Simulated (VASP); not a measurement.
Input of a VASP 6.6.1 run:

The input INCAR:

```
PREC = Accurate ; ENCUT = 520
EDIFF = 1E-7 ; ISMEAR = 0
SIGMA = 0.1 ; LREAL = Auto
LASPH = T ; NELM = 100
ALGO = Normal ; ISIF = 2
LWAVE = F ; LCHARG = F
GGA = PE ; NBANDS = 74
```

KPOINTS

```
regular mesh
0
Gamma
  10 8 3
```

POSCAR

```
HfN
1.0
    3.2157737866      0.0000000000      0.0000000000
    0.0000000000      4.5477909025      0.0000000000
    0.0000000000      0.0000000000     12.8630951464
Hf N
8 8
Direct
    0.0000000000      0.0000000000      0.0000000000
    0.5000000000      0.5000000000      0.1250000000
    1.0000000000      0.0000000000      0.2500000000
    0.5000000000      0.5000000000      0.3750000000
    1.0000000000      0.5000000000      0.5000000000
    0.5000000000      0.0000000000      0.6250000000
    1.0000000000      0.5000000000      0.7500000000
    0.5000000000      0.0000000000      0.8750000000
    0.0000000000      0.5000000000      0.0000000000
    0.5000000000      0.0000000000      0.1250000000
    1.0000000000      0.5000000000      0.2500000000
    0.5000000000      0.0000000000      0.3750000000
    1.0000000000      0.0000000000      0.5000000000
    0.5000000000      0.5000000000      0.6250000000
    1.0000000000      0.0000000000      0.7500000000
    0.5000000000      0.5000000000      0.8750000000
```

Potentials or basis: VASP PAW PBE potentials, release 64 (Hf_pv, N).

Launch:

```console
$ cat potpaw_PBE.64/Hf_pv/POTCAR potpaw_PBE.64/N/POTCAR > POTCAR
$ mpirun -np 1 vasp_std > vasp.out
```

Predict the band gap on the k mesh.

zero (bands 60 and 61 overlap by 1.33 eV).

What does it give for the pressure?

13.1 GPa.

Forces in eV/Å, atoms in the order of the input:
```
Hf    0.000   0.000  11.151
Hf    0.000   0.000  -2.467
Hf    0.000   0.000   2.467
Hf    0.000   0.000 -11.151
Hf    0.000   0.000  11.151
Hf    0.000   0.000  -2.467
Hf    0.000   0.000   2.467
Hf    0.000   0.000 -11.151
N     0.000   0.000   5.695
N     0.000   0.000  -0.229
N     0.000   0.000   0.229
N     0.000   0.000  -5.695
N     0.000   0.000   5.695
N     0.000   0.000  -0.229
N     0.000   0.000   0.229
N     0.000   0.000  -5.695
```

Caveat: spin-orbit coupling is left out, which moves the levels of the heavy elements.
